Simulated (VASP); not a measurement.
# C (C2/m) in VASP: further runs, part 2 of 2

VASP 6.6.1. The steps go on from the part before.

**5. Single point, PBE+D3(BJ) (volume scaled by 0.91, then relaxed in part)**

INCAR

```
SYSTEM = C
  PREC = Accurate
  ENCUT = 600
  EDIFF = 1E-6
  ISMEAR = 0
  SIGMA = 0.02
  LREAL = .False.
  LASPH = .True.
  NELM = 120
  ALGO = Normal
  ISIF = 2
  LWAVE = .False.
  LCHARG = .False.
  GGA = PE
  IVDW = 12
  NBANDS = 11
  GGA_COMPAT = .False.
```

KPOINTS

```
Automatic mesh
0
Gamma
  14 14 8
  0 0 0
```

POSCAR

```
C
1.0
    2.1269978621     -1.2279489973     -0.0124715854
    2.1269978621      1.2279489973     -0.0124715854
   -1.4006470857      0.0000000000      3.1009487549
C
2
Direct
    0.8334466634      0.8334466634      0.0003626469
    0.1665533366      0.1665533366      0.9996373531
```

Potentials or basis: VASP PAW PBE potentials, release 64 (C).

Started as:

```sh
cat potpaw_PBE.64/C/POTCAR > POTCAR
mpirun -np 1 vasp_std > vasp.out
```

OUTCAR:

```text
SYSTEM = C
   PREC = Accurate
   ENCUT = 600
   EDIFF = 1E-6
   ISMEAR = 0
   LREAL = .False.
   LASPH = .True.
   NELM = 120
   ISIF = 2
   GGA = PE
   IVDW = 12
 IVDW          = 12

 ion  position               nearest neighbor table
   1  0.833  0.833  0.000-   2 1.42   2 1.42   2 1.42
   2  0.167  0.167  1.000-   1 1.42   1 1.42   1 1.42

  LATTYP: Found a base centered monoclinic cell.
 ALAT       =     4.2540688503
 B/A-ratio  =     0.5773056528
 C/A-ratio  =     0.7998463107
 COS(beta)  =    -0.4169765710

  Lattice vectors:

 A1 = (   2.1269978621,  -1.2279489973,  -0.0124715854)
 A2 = (   2.1269978621,   1.2279489973,  -0.0124715854)
 A3 = (  -1.4006470857,   0.0000000000,   3.1009487549)

Analysis of symmetry for initial positions (statically):
=====================================================================
 Subroutine PRICEL returns:
 Original cell was already a primitive cell.

 Routine SETGRP: Setting up the symmetry group for a
 base centered monoclinic supercell.

 Subroutine GETGRP returns: Found  4 space group operations
[... 175 lines left out ...]
      2      -0.5793      2.00000
      3       2.5276      2.00000
      4       2.5289      2.00000
      5      10.5588      0.00000
      6      13.9735      0.00000
      7      13.9779      0.00000
      8      16.8929      0.00000
      9      18.4838      0.00000
     10      28.5060      0.00000
     11      32.7891      0.00000
[... 309 lines left out ...]
 k-point    24 :       0.2857    0.1429   -0.0000
  band No.  band energies     occupation
      1     -12.8043      2.00000
      2      -1.3365      2.00000
      3      -0.1406      2.00000
      4       0.3996      2.00000
      5      12.7631      0.00000
      6      13.3859      0.00000
      7      15.3102      0.00000
      8      16.9389      0.00000
      9      21.8632      0.00000
     10      24.0951      0.00000
     11      29.9915      0.00000

 [... further k-points ...]

------------------------ aborting loop because EDIFF is reached ----------------------------------------

 Edisp (eV)   -0.34377

 E8    (eV) :    -0.0984

  FORCE on cell =-STRESS in cart. coord.  units (eV):
  Direction    XX          YY          ZZ          XY          YZ          ZX
  --------------------------------------------------------------------------------------
  -------------------------------------------------------------------------------------
  Total       0.52338     0.52286     0.46687     0.00000     0.00000    -0.00074
  in kB      51.90454    51.85302    46.30030     0.00000     0.00000    -0.07335
  external pressure =       50.02 kB  Pullay stress =        0.00 kB

 VOLUME and BASIS-vectors are now :
 -----------------------------------------------------------------------------
  energy-cutoff  :      600.00
  volume of cell :       16.16
      direct lattice vectors                 reciprocal lattice vectors
     2.126997862 -1.227948997 -0.012471585     0.235697337 -0.407183035  0.106460575
     2.126997862  1.227948997 -0.012471585     0.235697337  0.407183035  0.106460575
    -1.400647086  0.000000000  3.100948755     0.001895884  0.000000000  0.323338289

 POSITION                                       TOTAL-FORCE (eV/Angst)
 -----------------------------------------------------------------------------------
      3.54497      0.00000     -0.01966        -0.000962      0.000000      0.001392
     -0.69162      0.00000      3.09567         0.000962      0.000000     -0.001392
 -----------------------------------------------------------------------------------
    total drift:                               -0.000000     -0.000000      0.000000

  FREE ENERGIE OF THE ION-ELECTRON SYSTEM (eV)
  ---------------------------------------------------
  free  energy   TOTEN  =       -18.7187078175 eV

  energy  without entropy=      -18.7187078175  energy(sigma->0) =      -18.71870782
```

OSZICAR:

```text
N       E                     dE             d eps       ncg     rms          rms(c)
DAV:   1     0.238816556092E+01    0.23882E+01   -0.45141E+03  9502   0.736E+02
DAV:   2    -0.190620034628E+02   -0.21450E+02   -0.20341E+02 12309   0.127E+02
DAV:   3    -0.195564138351E+02   -0.49441E+00   -0.49339E+00 11756   0.157E+01
DAV:   4    -0.195580437235E+02   -0.16299E-02   -0.16297E-02 10883   0.110E+00
DAV:   5    -0.195580490076E+02   -0.52841E-05   -0.52840E-05 11882   0.582E-02    0.638E+00
DAV:   6    -0.186542644865E+02    0.90378E+00   -0.76279E-01 11085   0.513E+00    0.372E+00
DAV:   7    -0.183723098852E+02    0.28195E+00   -0.84358E-01 11367   0.542E+00    0.104E+00
DAV:   8    -0.183750035267E+02   -0.26936E-02   -0.16643E-02 10630   0.844E-01    0.106E-01
DAV:   9    -0.183748820245E+02    0.12150E-03   -0.41055E-04 11233   0.131E-01    0.447E-02
DAV:  10    -0.183749359277E+02   -0.53903E-04   -0.76482E-05 10649   0.636E-02    0.229E-02
DAV:  11    -0.183749350501E+02    0.87759E-06   -0.33321E-06 11674   0.106E-02
   1 F= -.18718708E+02 E0= -.18718708E+02  d E =-.106129E-29
```

Run time: 90 s. Hardware: 1 thread of Intel Xeon 8259CL, shared host; peak memory 0.2 GiB.

What came out:

```yaml
Free_energy: -18.7187 eV
Pressure: 5.0 GPa
Band_gap_on_the_k_mesh: 0.33 eV, direct
Dispersion_energy_per_atom: -0.172 eV
```

Levels at points of the mesh, in eV from the valence-band top:
```
           k point  band 2  band 3  band 4  band 5  band 6  band 7
(0.00, 0.00, 0.00)   -6.01   -2.90   -2.90    5.13    8.55    8.55
(0.50, 0.00, 0.00)  -13.29   -6.28   -1.73    2.20    7.94   12.51
(0.50, 0.50, 0.00)  -13.13   -6.39   -2.85    1.26    7.24   14.09
(0.00, 0.00, 0.50)   -8.91   -2.94   -2.94    8.45    8.45   11.86
(0.50, 0.00, 0.50)  -13.13   -6.39   -2.85    1.26    7.24   14.09
(0.50, 0.50, 0.50)  -13.29   -6.28   -1.73    2.20    7.94   12.51
```

**6. Overview**

```tsv
task	cell	k mesh	cutoff (eV)	smearing	gap on the mesh (eV)	pressure (GPa)
single point	a = 2.465, b = 3.649, c = 4.270 Å, angles 112.9, 90.0, 90.0°, 4 atoms	12 × 12 × 8	520	gaussian 0.1 eV	0.64	0.4
relaxation of cell and atoms	relaxed from a = 2.465, b = 3.660, c = 4.269 Å, angles 112.8, 90.0, 90.0°, 4 atoms	12 × 12 × 8	600	gaussian 0.1 eV	0.68	0.0
single point	a = 2.451, b = 2.451, c = 3.320 Å, angles 111.7, 111.7, 60.0°, 2 atoms	14 × 14 × 8	600	gaussian 0.02 eV	0.17	8.0
single point	a = 2.456, b = 2.456, c = 3.403 Å, angles 111.2, 111.2, 60.0°, 2 atoms	14 × 14 × 8	600	gaussian 0.02 eV	0.33	5.0
```

Alike in all rows: level PBE+D3(BJ); potentials or basis VASP PAW PBE potentials, release 64 (C); no spin polarisation.

Absolute energies hang on the potentials; compare differences alone.
